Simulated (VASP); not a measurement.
Here is a VASP 6.6.1 calculation.

Contents of POSCAR:

```
Os
1.0
    2.7390104691      0.0000000000      0.0000000000
   -1.3695052345      2.3720526475      0.0000000000
    0.0000000000      0.0000000000      4.3162372575
Os
2
Direct
    0.3333333333      0.6666666667      0.2500000000
    0.6666666667      0.3333333333      0.7500000000
```

INCAR.step1

```
SYSTEM = Os
PREC = Accurate
ENCUT = 620
ISMEAR = -1
SIGMA = 0.1
LREAL = .FALSE.
LASPH = .TRUE.
NELM = 120
NBANDS = 23
GGA = PE
ALGO = Normal
EDIFF = 1E-5
LWAVE = .TRUE.
LCHARG = .FALSE.
GGA_COMPAT = .FALSE.
```

INCAR.step2

```
SYSTEM = Os
PREC = Accurate
ENCUT = 620
EDIFF = 1E-6
ISMEAR = -1
SIGMA = 0.1
LREAL = .FALSE.
LASPH = .TRUE.
NELM = 120
ALGO = Normal
ISIF = 2
LWAVE = .FALSE.
LCHARG = .FALSE.
METAGGA = R2SCAN
LMIXTAU = .TRUE.
NBANDS = 23
ISTART = 1
GGA_COMPAT = .FALSE.
```

File KPOINTS:

```
Automatic mesh
0
G
  14 14 8
  0 0 0
```

Potentials or basis: VASP PAW PBE potentials, release 64 (Os_sv_GW).

Run with:

```bash
$ cat potpaw_PBE.64/Os_sv_GW/POTCAR > POTCAR
$ cp INCAR.step1 INCAR
$ mpirun -np 1 vasp_std > vasp.out
$ cp INCAR.step2 INCAR
$ mpirun -np 1 vasp_std > vasp.out
```

(1) What does it give for the pressure?

(2) Predict the band gap on the k mesh.

## Answers

(1) -0.8 GPa.

(2) zero (bands 16 and 17 overlap by 3.91 eV).

Caveat: the PAW data sets were made with another functional, which shifts forces and pressure a little; spin-orbit coupling is left out, which moves the levels of the heavy elements.
